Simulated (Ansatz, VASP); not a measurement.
# One calculation of SnTe, two programs

INCAR

```
SYSTEM = SnTe
PREC = Accurate
ENCUT = 600
EDIFF = 1E-6
ISMEAR = -1
SIGMA = 0.05
LREAL = .False.
LASPH = .True.
NELM = 100
ALGO = Normal
ISIF = 3
LWAVE = .False.
LCHARG = .False.
GGA = RE
IVDW = 12
IBRION = 2
NSW = 60
EDIFFG = -0.01
```

File KPOINTS:

```
regular mesh
0
Gamma
  7 7 7
  0 0 0
```

File POSCAR:

```
SnTe
1.0
    3.9047000000      0.0000000000      0.0000000000
    0.0000000000      3.9047000000      0.0000000000
    0.0000000000      0.0000000000      3.9047000000
Te Sn
1 1
Direct
    0.5000000000      0.5000000000      0.5000000000
    0.0000000000      0.0000000000      0.0000000000
```

File input.yaml:

```yaml
crystal:
  lattice:
    - [3.9047, 0.0, 0.0]
    - [0.0, 3.9047, 0.0]
    - [0.0, 0.0, 3.9047]
  atoms:
    - { symbol: Te, position: [0.5, 0.5, 0.5] }
    - { symbol: Sn, position: [0.0, 0.0, 0.0] }
hamiltonian:
  xc: revpbe
  pseudopotentials: { kind: paw }
  dispersion: d3bj
kpoints:
  mp_grid: { grid: [7, 7, 7] }
scf:
  occupations: { method: fermi_dirac, width: 0.05 }
output:
  forces: true
  stress: true
  eigenvalues: true
relax:
  f_tol: 0.01
  max_steps: 40
  cell: { stress_tol: 0.05 }
```

Alike in both runs: task relaxation of cell and atoms; functional revPBE; dispersion D3(BJ); k mesh 7 × 7 × 7; occupations fermi-dirac, width 0.05 eV; no spin polarisation.

```csv
,VASP,Ansatz
version,VASP 6.6.1,Ansatz 0.2.0
potentials or method,"VASP PAW PBE potentials, release 64 (Te, Sn_d)",Ansatz PAW
plane-wave cutoff (eV),600,420
valence electrons in the cell,20,30
```

|  | VASP | Ansatz | Ansatz less VASP |
| --- | --- | --- | --- |
| gap on the k mesh at the Fermi level, each at its own relaxed structure (eV) | none | none | - |
| relaxed volume (Å³/atom) | 26.69 | 26.69 | -0.004 |
| relaxed cell length with the largest relative difference (Å) | 3.765 | 3.765 | -0.0002 |

VASP's potentials were made for PBE, not for revPBE. A gap of «none» marks a metal or a gap that the smearing closes. VASP's potentials hold 20 valence electrons a cell and Ansatz's 30, so a difference there can come from the potentials and not from the codes.

Spin-orbit coupling is off throughout. Noted on Ansatz's run: the plane-wave basis is chosen anew once the cell has moved, so the energies of steps on either side of that aren't comparable.
